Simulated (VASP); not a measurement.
# AlRu in VASP: further runs

Runs on AlRu. Level: PBE. Tasks: single point, relaxation of the atoms.

Program: VASP 6.6.1. These are calculated values, not measurements. Logs are shortened: lines on timing, memory, paths and dates and some standing lists are left out, and cuts for length are marked.

## 1. The cell of the first run

Symmetry: P4/mmm, No. 123, tetragonal system. Conventional cell: a = 2.992 Å, b = 2.992 Å, c = 3.022 Å, α = 90.00°, β = 90.00°, γ = 90.00°. Within 3.4 Å of Al (site symmetry 4/mmm) lie 8 Ru at 2.60 Å and 6 Al at 2.99 to 3.02 Å. Ru (site symmetry 4/mmm) has 8 Al at 2.60 Å and 6 Ru at 2.99 to 3.02 Å within 3.4 Å.

## 2. Single point, PBE (z stretched by +1 %, then relaxed in part)

Contents of INCAR:

```
PREC = Accurate
ENCUT = 520
EDIFF = 1E-6
ISMEAR = -1
SIGMA = 0.05
LREAL = False
LASPH = True
NELM = 100
ALGO = Normal
ISIF = 2
LWAVE = False
LCHARG = False
GGA = PE
NBANDS = 16
```

Contents of KPOINTS:

```
regular mesh
0
Gamma
  16 16 16
```

Contents of POSCAR:

```
AlRu
1.0
    2.9916000000      0.0000000000      0.0000000000
    0.0000000000      2.9916000000      0.0000000000
    0.0000000000      0.0000000000      3.0215160000
Al Ru
1 1
Direct
    0.0000000000      0.0000000000      0.0000000000
    0.5000000000      0.5000000000      0.5000000000
```

Potentials or basis: VASP PAW PBE potentials, release 64 (Al, Ru_pv).

Started as:

```console
$ cat potpaw_PBE.64/Al/POTCAR potpaw_PBE.64/Ru_pv/POTCAR > POTCAR
$ mpirun -np 1 vasp_std > vasp.out
```

OUTCAR:

```text
PREC = Accurate
   ENCUT = 520
   EDIFF = 1E-6
   ISMEAR = -1
   LREAL = False
   LASPH = True
   NELM = 100
   ISIF = 2
   GGA = PE

 ion  position               nearest neighbor table
   1  0.000  0.000  0.000-   2 2.60   2 2.60   2 2.60   2 2.60   2 2.60   2 2.60   2 2.60   2 2.60

   2  0.500  0.500  0.500-   1 2.60   1 2.60   1 2.60   1 2.60   1 2.60   1 2.60   1 2.60   1 2.60

  LATTYP: Found a simple tetragonal cell.
 ALAT       =     2.9916000000
 C/A-ratio  =     1.0100000000

  Lattice vectors:

 A1 = (   2.9916000000,   0.0000000000,   0.0000000000)
 A2 = (   0.0000000000,   2.9916000000,   0.0000000000)
 A3 = (   0.0000000000,   0.0000000000,   3.0215160000)

Analysis of symmetry for initial positions (statically):
=====================================================================
 Subroutine PRICEL returns:
 Original cell was already a primitive cell.

 Routine SETGRP: Setting up the symmetry group for a
 simple tetragonal supercell.

 Subroutine GETGRP returns: Found 16 space group operations
 (whereof 16 operations were pure point group operations)
 out of a pool of 16 trial point group operations.

The static configuration has the point symmetry D_4h.

Analysis of symmetry for dynamics (positions and initial velocities):
=====================================================================
 Subroutine PRICEL returns:
 Original cell was already a primitive cell.

 Routine SETGRP: Setting up the symmetry group for a
 simple tetragonal supercell.

 Subroutine GETGRP returns: Found 16 space group operations
 (whereof 16 operations were pure point group operations)
 out of a pool of 16 trial point group operations.

The dynamic configuration has the point symmetry D_4h.

 Subroutine INISYM returns: Found 16 space group operations
 (whereof 16 operations are pure point group operations),
 and found     1 'primitive' translations

----------------------------------------------------------------------------------------

                                     Primitive cell

  volume of cell :      27.0416

  direct lattice vectors                    reciprocal lattice vectors
     2.991600000  0.000000000  0.000000000     0.334269287  0.000000000  0.000000000
     0.000000000  2.991600000  0.000000000     0.000000000  0.334269287  0.000000000
     0.000000000  0.000000000  3.021516000     0.000000000  0.000000000  0.330959690

  length of vectors
     2.991600000  2.991600000  3.021516000     0.334269287  0.334269287  0.330959690

  position of ions in fractional coordinates (direct lattice)
     0.000000000  0.000000000  0.000000000
     0.500000000  0.500000000  0.500000000

  ion indices of the primitive-cell ions
   primitive index   ion index
                 1           1
                 2           2

----------------------------------------------------------------------------------------

 KPOINTS: regular mesh

Automatic generation of k-mesh.
 Grid dimensions read from file:
 generate k-points for:   16   16   16

 Generating k-lattice:

  Cartesian coordinates                     Fractional coordinates (reciprocal lattice)
     0.020891830  0.000000000  0.000000000     0.062500000  0.000000000  0.000000000
     0.000000000  0.020891830  0.000000000     0.000000000  0.062500000  0.000000000
     0.000000000  0.000000000  0.020684981     0.000000000  0.000000000  0.062500000

  Length of vectors
     0.020891830  0.020891830  0.020684981

  Shift w.r.t. Gamma in fractional coordinates (k-lattice)
     0.000000000  0.000000000  0.000000000

 Subroutine IBZKPT returns following result:
 ===========================================

 Found    405 irreducible k-points:

 Following reciprocal coordinates:
            Coordinates               Weight
  0.000000  0.000000  0.000000      1.000000
  0.062500  0.000000  0.000000      4.000000
  0.125000  0.000000  0.000000      4.000000
  0.187500  0.000000  0.000000      4.000000
  0.250000  0.000000  0.000000      4.000000
  0.312500  0.000000  0.000000      4.000000
[... 16 lines left out ...]
  0.437500  0.125000  0.000000      8.000000
  0.500000  0.125000  0.000000      4.000000
 [... further k-points ...]
   k-points           NKPTS =    405   k-points in BZ     NKDIM =    405   number of bands    NBANDS=     16
   number of dos      NEDOS =    301   number of ions     NIONS =      2
   total plane-waves  NPLWV =  13824
   dimension x,y,z NGX =    24 NGY =   24 NGZ =   24
   dimension x,y,z NGXF=    48 NGYF=   48 NGZF=   48
   ions per type =               1   1
   NGX,Y,Z   is equivalent  to a cutoff of  13.34, 13.34, 13.20 a.u.
   NGXF,Y,Z  is equivalent  to a cutoff of  26.67, 26.67, 26.41 a.u.
 SYSTEM =  unknown system
   PREC   = accura    normal or accurate (medium, high low for compatibility)
   ISTART =      0    job   : 0-new  1-cont  2-samecut
   ICHARG =      2    charge: 1-file 2-atom 10-const
   ISPIN  =      1    spin polarized calculation?
   LNONCOLLINEAR =      F non collinear calculations
   LSORBIT =      F    spin-orbit coupling
   LASPH  =      T    aspherical Exc in radial PAW
   ENCUT  =  520.0 eV  38.22 Ry    6.18 a.u.   5.56  5.56  5.62*2*pi/ulx,y,z
   NELM   =    100;   NELMIN=  2; NELMDL= -5     # of ELM steps
   EDIFF  = 0.1E-05   stopping-criterion for ELM
   LREAL  =      F    real-space projection
   EDIFFG = 0.1E-04   stopping-criterion for IOM
   NSW    =      0    number of steps for IOM
   IBRION =     -1    ionic relax: 0-MD 1-quasi-New 2-CG
   NFREE  =      0    steps in history (QN), initial steepest desc. (CG)
   ISIF   =      2    stress and relaxation
   ISYM   =      2    0-nonsym 1-usesym 2-fastsym
   POTIM  = 0.5000    time-step for ionic-motion
   TEBEG  =    0.0;   TEEND  =   0.0 temperature during run
   PSTRESS=    0.0 pullay stress
   NELECT =      17.0000    total number of electrons
   NUPDOWN=      -1.0000    fix difference up-down
   EMIN   =  10.00;   EMAX   =-10.00  energy-range for DOS
   EFERMI =   0.00;   METHOD = LEGACY
   ISMEAR =    -1;   SIGMA  =   0.05  broadening in eV -4-tet -1-fermi 0-gaus
   EFERMI_NEDOS =   21; number of points for ismear=-14 and -15
   IALGO  =     38    algorithm
   IMIX   =      4    mixing-type and parameters
     AMIX     =   0.40;   BMIX     =  1.00
     AMIX_MAG =   1.60;   BMIX_MAG =  1.00
  volume/ion in A,a.u.               =      13.52        91.24
  Fermi-wavevector in a.u.,A,eV,Ry     =   1.402428  2.650204 26.759987  1.966804
  Thomas-Fermi vector in A             =   2.525190
   LORBIT       =      0    0 simple, 1 ext, 2 COOP (PROOUT), +10 PAW based schemes
   GGA     = PE    functional components
   LHFCALC =     F    Hartree Fock is set to
   AEXX    =    0.0000 exact exchange contribution
   IVDW    =     0    specifies the selected vdW correction
   LEPSILON=     F    determine dielectric tensor
   LRPA    =     F    only Hartree local field effects (RPA)
 non-spin polarized calculation
  energy-cutoff  :      520.00
  volume of cell :       27.04
 maximum number of plane-waves:       743
 NGX is ok and might be reduce to    24
   NGX = 11   NGY = 11   NGZ = 11

 number of electron      16.9999996 magnetization

 Free energy of the ion-electron system (eV)
  ---------------------------------------------------
  ext. energy  EPLUGINS =         0.00000000
  ---------------------------------------------------
  free energy    TOTEN  =       -14.26357466 eV

  energy without entropy =      -14.24941987  energy(sigma->0) =      -14.25649726

 E-fermi :  10.5926     XC(G=0): -12.5150

 val. band max:       10.5845981060   @ k =   0.3750   0.0625   0.1250
 cond. band min:      10.5933836119   @ k =   0.5000   0.1250   0.4375
 fundamental gap:      0.0087855059
 Fermi energy:        10.5926326395

 k-point     1 :       0.0000    0.0000    0.0000
  band No.  band energies     occupation
      1     -31.1937      2.00000
      2     -31.1827      2.00000
      3     -31.1827      2.00000
      4       0.9606      2.00000
      5       7.0625      2.00000
      6       7.0666      2.00000
[... 8 lines left out ...]
     15      22.7040      0.00000
     16      25.5006      0.00000

 k-point     2 :       0.0625    0.0000    0.0000
  band No.  band energies     occupation
      1     -31.1930      2.00000
      2     -31.1907      2.00000
      3     -31.1820      2.00000
      4       1.0356      2.00000
      5       7.0896      2.00000
      6       7.0935      2.00000
[... 8 lines left out ...]
     15      22.7043      0.00000
     16      25.7453      0.00000

 k-point     3 :       0.1250    0.0000    0.0000
  band No.  band energies     occupation
      1     -31.2135      2.00000
      2     -31.1911      2.00000
      3     -31.1801      2.00000
      4       1.2579      2.00000
      5       7.1589      2.00000
      6       7.1672      2.00000
[... 8 lines left out ...]
     15      22.7055      0.00000
     16      26.5138      0.00000

 k-point     4 :       0.1875    0.0000    0.0000
  band No.  band energies     occupation
      1     -31.2474      2.00000
      2     -31.1882      2.00000
      3     -31.1772      2.00000
      4       1.6199      2.00000
      5       7.2115      2.00000
      6       7.2867      2.00000
[... 8 lines left out ...]
     15      22.9003      0.00000
     16      27.7881      0.00000
[... 324 lines left out ...]
 k-point    22 :       0.3750    0.1250    0.0000
  band No.  band energies     occupation
      1     -31.3567      2.00000
      2     -31.1972      2.00000
      3     -31.1757      2.00000
      4       3.6229      2.00000
      5       6.4938      2.00000
      6       7.8702      2.00000
[... 8 lines left out ...]
     15      23.4888      0.00000
     16      24.4759      0.00000

 k-point    23 :       0.4375    0.1250    0.0000
  band No.  band energies     occupation
      1     -31.3788      2.00000
      2     -31.1952      2.00000
      3     -31.1738      2.00000
      4       4.3490      2.00000
      5       5.8374      2.00000
      6       7.9885      2.00000
[... 8 lines left out ...]
     15      22.7056      0.00000
     16      23.4700      0.00000

 k-point    24 :       0.5000    0.1250    0.0000
  band No.  band energies     occupation
      1     -31.3866      2.00000
      2     -31.1945      2.00000
      3     -31.1731      2.00000
      4       5.0865      2.00000
      5       5.1179      2.00000
      6       8.0346      2.00000
[... 8 lines left out ...]
     15      22.7054      0.00000
     16      22.7521      0.00000

 [... further k-points ...]
[... 5 lines left out ...]
  --------------------------------------------------------------------------------------
  -------------------------------------------------------------------------------------
  Total        0.1757407      0.1757407     -0.1023363      0.0000000      0.0000000      0.0000000
  in kB       10.4124042     10.4124042     -6.0632901      0.0000000      0.0000000      0.0000000
  external PRESSURE =       4.9205061 kB  Pullay stress =       0.0000000 kB

 VOLUME and BASIS-vectors are now :
 -----------------------------------------------------------------------------
  energy-cutoff  :      520.00
  volume of cell :       27.04
      direct lattice vectors                 reciprocal lattice vectors
     2.991600000  0.000000000  0.000000000     0.334269287  0.000000000  0.000000000
     0.000000000  2.991600000  0.000000000     0.000000000  0.334269287  0.000000000
     0.000000000  0.000000000  3.021516000     0.000000000  0.000000000  0.330959690

 POSITION                                       TOTAL-FORCE (eV/Angst)
 -----------------------------------------------------------------------------------
      0.00000      0.00000      0.00000         0.000000      0.000000      0.000000
      1.49580      1.49580      1.51076         0.000000      0.000000      0.000000
 -----------------------------------------------------------------------------------
    total drift:                                0.000000     -0.000000     -0.000000

  FREE ENERGIE OF THE ION-ELECTRON SYSTEM (eV)
  ---------------------------------------------------
  free  energy   TOTEN  =       -14.2635746589 eV

  energy  without entropy=      -14.2494198681  energy(sigma->0) =      -14.25649726
```

Wall time 48 s (1 thread of Intel Xeon 6975P-C, shared host); peak memory 0.28 GiB.

Results:

| Item | Value |
| --- | --- |
| Free energy | -14.2636 eV |
| Pressure | 0.5 GPa |

Stress tensor (GPa, compression positive):
```
 1.04  0.00  0.00
 0.00  1.04  0.00
 0.00  0.00 -0.61
```

Levels at points of the mesh, in eV from the Fermi level:
```csv
k point,band 5,band 6,band 7,band 8,band 9,band 10,band 11,band 12,band 13,band 14
"(0.00, 0.00, 0.00)",-3.53,-3.53,0.14,0.14,0.20,5.81,6.12,6.12,10.88,10.92
"(0.50, 0.00, 0.00)",-5.45,-2.73,-1.67,-1.56,0.39,2.30,7.43,10.79,11.05,12.11
"(0.50, 0.50, 0.00)",-3.01,-1.34,-1.34,-1.22,-1.22,1.54,5.32,6.16,10.35,12.11
"(0.00, 0.00, 0.50)",-5.56,-2.76,-1.56,-1.56,0.44,2.13,7.45,11.05,11.05,12.11
"(0.50, 0.00, 0.50)",-3.05,-1.43,-1.36,-1.15,-1.12,1.47,5.19,6.10,10.58,12.11
"(0.50, 0.50, 0.50)",-4.59,-4.59,1.55,1.62,2.50,4.06,4.12,4.12,8.38,8.38
```

Caveat: the cell differs from its parent crystal (z stretched by +1 %, then relaxed in part).

(Continued in part 2 of 2.)
